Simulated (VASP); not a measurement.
Write the native input for VASP 6.6.1 that does the following.

| Item | Value |
| --- | --- |
| Task | single point |
| Functional | LDA |
| Potentials or basis | VASP PAW LDA potentials, release 64 (Fe) |
| Cutoff | 520 eV |
| k mesh | 2 × 2 × 2 |
| Occupations | fermi-dirac, width 0.272114 eV |
| Spin | non-collinear spin, typed start |
| Starting moments | [[0.0, 0.0, 2.0], [0.347, 0.0, 1.97]] μB |
| Dipole correction | no |
| Further INCAR settings | ALGO = Normal; EDIFF = 1e-06; NBANDS = 28 |

The structure of Fe lies in POSCAR:

```
Fe
1.0
    2.8660000000      0.0000000000      0.0000000000
    0.0000000000      2.8660000000      0.0000000000
    0.0000000000      0.0000000000      2.8660000000
Fe
2
Direct
    0.0000000000      0.0000000000      0.0000000000
    0.5200000000      0.5000000000      0.5000000000
```

One way to write it, as run:

INCAR

```
SYSTEM = Fe
ALGO = Normal
EDIFF = 1E-6
ENCUT = 520
GGA = CA
ISIF = 2
ISMEAR = -1
LASPH = .TRUE.
LCHARG = .FALSE.
LMAXMIX = 4
LNONCOLLINEAR = .TRUE.
LORBIT = 11
LREAL = .FALSE.
LWAVE = .FALSE.
MAGMOM = 0 0 2 0.347 0 1.97
NBANDS = 28
NELM = 150
PREC = Accurate
SIGMA = 0.27211386245988
```

KPOINTS

```
k-points
0
G
  2 2 2
  0 0 0
```

Potentials or basis: VASP PAW LDA potentials, release 64 (Fe).

Command:

```bash
$ cat potpaw_LDA.64/Fe/POTCAR > POTCAR
$ mpirun -np 1 vasp_ncl > vasp.out
```

Results of the run:

```yaml
Pressure: -13.3 GPa
Largest_force: 0.156 eV/Å
Band_gap_on_the_k_mesh: zero (band 16 reaches 6.11 eV, above the bottom of band 17 at 5.26 eV)
Net_moment: 3.85 μB per cell
Valence_electrons_inside_the_program's_atomic_spheres: Fe 7.23
```

Caveat: the k points lie up to 1.10 Å⁻¹ apart.

Wall time 20 s on 1 thread of AMD EPYC 7R43 64-Core Processor (Zen 3), on a shared host, peak memory 0.13 GiB.
